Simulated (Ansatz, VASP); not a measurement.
## One calculation of Ga, two programs

```
Ga
1.0
     1.37372   -3.99948    0.00000
     1.37372    3.99948    0.00000
    -0.11666    0.00000    3.30758
Ga
2
Direct
  0.86900 0.13100 0.25000
  0.13100 0.86900 0.75000
```

Change from the starting cell: volume scaled by 0.98.

Alike in both runs: task single point; functional PBE; k mesh 14 × 14 × 11; occupations fermi-dirac, width 0.05 eV; no spin polarisation.

|  | VASP | Ansatz |
| --- | --- | --- |
| version | VASP 6.6.1 | Ansatz 0.2.0 |
| potentials or method | VASP PAW PBE potentials, release 64 (Ga_d), cutoff 520 eV | all-electron LAPW, scalar-relativistic |

```tsv
	VASP	Ansatz	Ansatz less VASP
pressure (GPa)	3.1	3.0	-0.09
traceless stress, the component that is largest in VASP (GPa)	-0.29	-0.27	+0.023
rms of the force components (eV/Å)	0.115	0.114	-0.0009
```

Atom by atom the forces differ by 0.001 eV/Å (rms over components). Ansatz ran all-electron here, and VASP with PAW potentials.
